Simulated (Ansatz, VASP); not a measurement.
## Two plane-wave programs on WS2

The input INCAR:

```
PREC = Accurate
ENCUT = 520
EDIFF = 1E-6
ISMEAR = 0
SIGMA = 0.02
LREAL = False
LASPH = True
NELM = 100
ALGO = Normal
ISIF = 2
LWAVE = False
LCHARG = False
GGA = PS
IBRION = 2
NSW = 60
EDIFFG = -0.008
```

File KPOINTS:

```
regular mesh
0
Gamma
  12 12 2
```

The input POSCAR:

```
WS2
1.0
    3.1457762274      0.0000000000      0.0000000000
   -1.5728881137      2.7243221276      0.0000000000
    0.0000000000      0.0000000000     17.7163250095
W S
1 2
Direct
    0.3333333333      0.6666666667      0.0000000000
    0.6666666667      0.3333333333      0.9102792400
    0.6666666667      0.3333333333      0.0897207600
```

Input for Ansatz:

```yaml
crystal:
  lattice:
    - [3.1457762274, 0.0, 0.0]
    - [-1.5728881137, 2.7243221276, 0.0]
    - [0.0, 0.0, 17.7163250095]
  atoms:
    - { symbol: W, position: [0.3333333333, 0.6666666667, 0.0] }
    - { symbol: S, position: [0.6666666667, 0.3333333333, 0.91027924] }
    - { symbol: S, position: [0.6666666667, 0.3333333333, 0.08972076] }
basis:
  ecutwfc: 420
kpoints:
  mp_grid: { grid: [12, 12, 2] }
hamiltonian:
  xc: pbesol
scf:
  occupations: { method: gaussian, width: 0.02 }
output:
  forces: true
  stress: true
  eigenvalues: true
relax:
  adjacent_minimum: "off"
  f_tol: 0.008
  max_steps: 40
```

Change from the starting cell: strain along c alone, the other axes held, atoms relaxed: +4.5 %.

Alike in both runs: task relaxation of the atoms; functional PBEsol; k mesh 12 × 12 × 2; occupations gaussian, width 0.02 eV; no spin polarisation.

|  | VASP | Ansatz |
| --- | --- | --- |
| version | VASP 6.6.1 | Ansatz 0.2.0 |
| potentials or method | VASP PAW PBE potentials, release 64 (W_sv, S), cutoff 520 eV | scalar-relativistic, plane waves, PAW |
| valence electrons in the cell | 26 | 26 |

|  | VASP | Ansatz | Ansatz less VASP |
| --- | --- | --- | --- |
| gap on the k mesh at the Fermi level, each at its own relaxed structure (eV) | 1.94 | 1.94 | -0.008 |

VASP's potentials were made for PBE, not for PBEsol. Ansatz's warnings: stress scf threshold loose.

Spin-orbit coupling is off throughout.
